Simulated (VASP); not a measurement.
# GaN (F-43m) in VASP: further runs

The runs below take GaN through vibrations by perturbation theory, dielectric tensor, with PBEsol, PBE.

All numbers are computed with VASP 6.6.1; they aren't measurements. Logs are shortened: lines on timing, memory, paths and dates and some standing lists are left out, and cuts for length are marked.

### Step 1. The cell of the first run

It takes space group F-43m (No. 216, cubic). The conventional cell has a = 4.498 Å, b = 4.498 Å, c = 4.498 Å, α = 90.00°, β = 90.00°, γ = 90.00°. Ga (site symmetry -43m) has 4 N at 1.95 Å within 2.6 Å. N (site symmetry -43m) has 4 Ga at 1.95 Å within 2.6 Å.

### Step 2. Vibrations by perturbation theory, PBEsol

Input file INCAR:

```
PREC     = Accurate       # precision mode
ENCUT    = 520            # plane-wave cutoff, eV
EDIFF    = 1E-8           # SCF threshold, eV
ISMEAR   = 0              # smearing method
SIGMA    = 0.01           # smearing width, eV
LREAL    = F              # projectors in reciprocal space
LASPH    = T              # aspherical terms in the spheres
NELM     = 80             # most SCF steps
ALGO     = Normal         # electronic algorithm
ISIF     = 2              # what is computed and relaxed
LWAVE    = F              # write WAVECAR
LCHARG   = F              # write CHGCAR
GGA      = PS             # functional
NBANDS   = 16             # bands
IBRION   = 8              # ionic algorithm
NSW      = 1              # ionic steps
LEPSILON = T              # dielectric tensor by DFPT
```

Input file KPOINTS:

```
regular mesh
0
Gamma
  8 8 8
```

Input file POSCAR:

```
GaN
1.0
    0.0000000000      2.2490116621      2.2490116621
    2.2490116621      0.0000000000      2.2490116621
    2.2490116621      2.2490116621      0.0000000000
Ga N
1 1
Direct
    0.0000000000      0.0000000000      0.0000000000
    0.2500000000      0.2500000000      0.2500000000
```

Potentials or basis: VASP PAW PBE potentials, release 64 (Ga_d, N).

Launch:

```
$ cat potpaw_PBE.64/Ga_d/POTCAR potpaw_PBE.64/N/POTCAR > POTCAR
$ mpirun -np 1 vasp_std > vasp.out
```

OUTCAR:

```text
PREC = Accurate
   ENCUT = 520
   EDIFF = 1E-8
   ISMEAR = 0
   LREAL = F
   LASPH = T
   NELM = 80
   ISIF = 2
   GGA = PS
   IBRION = 8
   NSW = 1
   LEPSILON = T

 ion  position               nearest neighbor table
   1  0.000  0.000  0.000-   2 1.95   2 1.95   2 1.95   2 1.95
   2  0.250  0.250  0.250-   1 1.95   1 1.95   1 1.95   1 1.95

  LATTYP: Found a face centered cubic cell.
 ALAT       =     4.4980233242

  Lattice vectors:

 A1 = (   0.0000000000,   2.2490116621,   2.2490116621)
 A2 = (   2.2490116621,   0.0000000000,   2.2490116621)
 A3 = (   2.2490116621,   2.2490116621,   0.0000000000)

Analysis of symmetry for initial positions (statically):
[... 5 lines left out ...]
 face centered cubic supercell.

 Subroutine GETGRP returns: Found 24 space group operations
 (whereof 24 operations were pure point group operations)
 out of a pool of 48 trial point group operations.

The static configuration has the point symmetry T_d .

Analysis of symmetry for dynamics (positions and initial velocities):
[... 5 lines left out ...]
 face centered cubic supercell.

 Subroutine GETGRP returns: Found 24 space group operations
 (whereof 24 operations were pure point group operations)
 out of a pool of 48 trial point group operations.

The dynamic configuration has the point symmetry T_d .

 Subroutine INISYM returns: Found 24 space group operations
 (whereof 24 operations are pure point group operations),
 and found     1 'primitive' translations

----------------------------------------------------------------------------------------

                                     Primitive cell

  volume of cell :      22.7512

  direct lattice vectors                    reciprocal lattice vectors
     0.000000000  2.249011662  2.249011662    -0.222319879  0.222319879  0.222319879
     2.249011662  0.000000000  2.249011662     0.222319879 -0.222319879  0.222319879
     2.249011662  2.249011662  0.000000000     0.222319879  0.222319879 -0.222319879

  length of vectors
     3.180582794  3.180582794  3.180582794     0.385069326  0.385069326  0.385069326

  position of ions in fractional coordinates (direct lattice)
     0.000000000  0.000000000  0.000000000
     0.250000000  0.250000000  0.250000000

  ion indices of the primitive-cell ions
   primitive index   ion index
                 1           1
                 2           2

----------------------------------------------------------------------------------------

 KPOINTS: regular mesh

Automatic generation of k-mesh.
 Grid dimensions read from file:
 generate k-points for:    8    8    8

 Generating k-lattice:

  Cartesian coordinates                     Fractional coordinates (reciprocal lattice)
    -0.027789985  0.027789985  0.027789985     0.125000000  0.000000000  0.000000000
     0.027789985 -0.027789985  0.027789985     0.000000000  0.125000000  0.000000000
     0.027789985  0.027789985 -0.027789985     0.000000000  0.000000000  0.125000000

  Length of vectors
     0.048133666  0.048133666  0.048133666

  Shift w.r.t. Gamma in fractional coordinates (k-lattice)
     0.000000000  0.000000000  0.000000000

 Subroutine IBZKPT returns following result:
 ===========================================

 Found     29 irreducible k-points:

 Following reciprocal coordinates:
[... 589 lines left out ...]
  ---------------------------------------------------
  ---------------------------------------------------
  free energy    TOTEN  =        -0.35041689 eV

  energy without entropy =       -0.35041689

------------------------ aborting loop because EDIFF is reached ----------------------------------------

--------------------------------------- Ionic step        2  -------------------------------------------

------------------------ aborting loop because EDIFF is reached ----------------------------------------

--------------------------------------- Ionic step        3  -------------------------------------------

------------------------ aborting loop because EDIFF is reached ----------------------------------------

 PIEZOELECTRIC TENSOR FIELD DIRECTION 3  (e Angst)
 -----------------------------------------------------------------------------
    -0.00066 -1.44223  0.00000           ( -0.00000 -0.10037  0.00000)
    -1.44223 -0.00066  0.00000           ( -0.10037 -0.00000  0.00000)
     0.00000  0.00000  0.00031           (  0.00000  0.00000 -0.00000)

 PIEZOELECTRIC TENSOR FIELD DIRECTION 3  (C/m^2)
 -----------------------------------------------------------------------------
    -0.00046 -1.01564  0.00000
    -1.01564 -0.00046  0.00000
     0.00000  0.00000  0.00022

--------------------------------------- Ionic step        4  -------------------------------------------

------------------------ aborting loop because EDIFF is reached ----------------------------------------

[... ionic steps 5 to 6 ...]

--------------------------------------- Ionic step        7  -------------------------------------------

 Free energy of the ion-electron system (eV)
  ---------------------------------------------------
  ---------------------------------------------------
  free energy    TOTEN  =        -0.23179628 eV

  energy without entropy =       -0.23179628

------------------------ aborting loop because EDIFF is reached ----------------------------------------

 INTERNAL STRAIN TENSOR  FOR ION    2  DIRECTION 1   (eV/Angst):
 -----------------------------------------------------------------------------
     0.00504  0.00000  0.00000
     0.00000 -0.00728 -8.17930
     0.00000 -8.17930 -0.00728

 MACROSCOPIC STATIC DIELECTRIC TENSOR (including local field effects in DFT)
 ------------------------------------------------------
           6.227665     0.000000     0.000000
           0.000000     6.227665     0.000000
           0.000000    -0.000000     6.227665
 ------------------------------------------------------

 PIEZOELECTRIC TENSOR (including local field effects)  for field in x, y, z        (e  Angst)
          XX          YY          ZZ          XY          YZ          ZX
  --------------------------------------------------------------------------------
  x     0.00000    -0.00000    -0.00000     0.00000    -1.44411     0.00000
  y     0.00000     0.00000     0.00000     0.00000     0.00000    -1.44411
  z     0.00000    -0.00000     0.00000    -1.44411     0.00000     0.00000

 PIEZOELECTRIC TENSOR (including local field effects)  for field in x, y, z        (C/m^2)
          XX          YY          ZZ          XY          YZ          ZX
  --------------------------------------------------------------------------------
  x     0.00000    -0.00000    -0.00000     0.00000    -1.01697     0.00000
  y     0.00000     0.00000     0.00000     0.00000     0.00000    -1.01697
  z     0.00000    -0.00000     0.00000    -1.01697     0.00000     0.00000

 BORN EFFECTIVE CHARGES (including local field effects) (in |e|, cummulative output)
 ---------------------------------------------------------------------------------
 ion    1
    1     2.65876     0.00000     0.00000
    2     0.00000     2.65876     0.00000
    3     0.00000     0.00000     2.65876
 ion    2
    1    -2.65876     0.00000     0.00000
    2     0.00000    -2.65876     0.00000
    3     0.00000     0.00000    -2.65876

 INTERNAL STRAIN TENSOR FOR ION    2 for displacements in x,y,z  (eV/Angst):
          X           Y           Z          XY          YZ          ZX
  --------------------------------------------------------------------------------
  x     0.00000     0.00000     0.00000     0.00000    -8.17930     0.00000
  y     0.00000     0.00000     0.00000     0.00000     0.00000    -8.17930
  z     0.00000     0.00000     0.00000    -8.17930     0.00000     0.00000

 SECOND DERIVATIVES (NOT SYMMETRIZED)
 ------------------------------------
               1X          1Y          1Z          2X          2Y          2Z
  1X   -12.217144    0.000000    0.000000   12.217144    0.000000    0.000000
  1Y     0.000000  -12.217144    0.000000    0.000000   12.217144    0.000000
  1Z     0.000000    0.000000  -12.217144    0.000000    0.000000   12.217144
  2X    12.190934    0.000000    0.000000  -12.190934    0.000000    0.000000
  2Y     0.000000   12.190934    0.000000    0.000000  -12.190934    0.000000
  2Z     0.000000    0.000000   12.190934    0.000000    0.000000  -12.190934

 Eigenvectors and eigenvalues of the dynamical matrix
 ----------------------------------------------------

   1 f  =   15.988390 THz   100.458018 2PiTHz  533.315291 cm-1    66.122639 meV
             X         Y         Z           dx          dy          dz
      0.000000  0.000000  0.000000     0.000000    0.409301    0.000000
      1.124506  1.124506  1.124506     0.000000   -0.912399    0.000000
[... 21 lines left out ...]
   6 f/i=    0.006411 THz     0.040284 2PiTHz    0.213863 cm-1     0.026516 meV
             X         Y         Z           dx          dy          dz
      0.000000  0.000000  0.000000     0.000000    0.000000    0.912399
      1.124506  1.124506  1.124506     0.000000    0.000000    0.409301

--------------------------------------------------------------------------------------------------------

 MACROSCOPIC STATIC DIELECTRIC TENSOR IONIC CONTRIBUTION
 ------------------------------------------------------
           4.606952     0.000000     0.000000
           0.000000     4.606952     0.000000
           0.000000     0.000000     4.606952
 ------------------------------------------------------

 ELASTIC MODULI CONTR FROM IONIC RELAXATION (kBar)
 Direction    XX          YY          ZZ          XY          YZ          ZX
 --------------------------------------------------------------------------------
 XX          -0.0000      0.0000      0.0000      0.0000      0.0000      0.0000
 YY           0.0000     -0.0000      0.0000      0.0000      0.0000     -0.0000
 ZZ           0.0000      0.0000     -0.0000      0.0000      0.0000      0.0000
 XY           0.0000      0.0000      0.0000   -356.7845      0.0000      0.0000
 YZ           0.0000      0.0000      0.0000      0.0000   -356.7845      0.0000
 ZX           0.0000     -0.0000      0.0000      0.0000      0.0000   -356.7845
 --------------------------------------------------------------------------------

 PIEZOELECTRIC TENSOR IONIC CONTR  for field in x, y, z        (C/m^2)
          XX          YY          ZZ          XY          YZ          ZX
  --------------------------------------------------------------------------------
  x    -0.00000     0.00000     0.00000     0.00000     1.20637     0.00000
  y     0.00000     0.00000     0.00000     0.00000     0.00000     1.20637
  z     0.00000     0.00000    -0.00000     1.20637     0.00000     0.00000
```

Run time: 93 s. Hardware: 1 thread of Intel Xeon 6975P-C (Granite Rapids), shared host; peak memory 0.21 GiB.

What came out:

```
Electronic dielectric tensor (diagonal)                 : 6.23
Born charges (mean of the diagonal)                     : Ga +2.66; N -2.66 e
Highest phonon frequency at Γ, LO-TO splitting left out : 533 cm⁻¹
```

Phonon frequencies in cm⁻¹ (negative: imaginary):
```tsv
q point	frequencies
(0.000, 0.000, 0.000)	0 0 0 533 533 533
```

Electronic dielectric tensor:
```
6.23 0.00 0.00
0.00 6.23 0.00
0.00 0.00 6.23
```

Born effective charge tensors (e):
atom 1, Ga
```
2.66 0.00 0.00
0.00 2.66 0.00
0.00 0.00 2.66
```
atom 2, N
```
-2.66  0.00  0.00
 0.00 -2.66  0.00
 0.00  0.00 -2.66
```

(Part 1 of 2 ends here.)
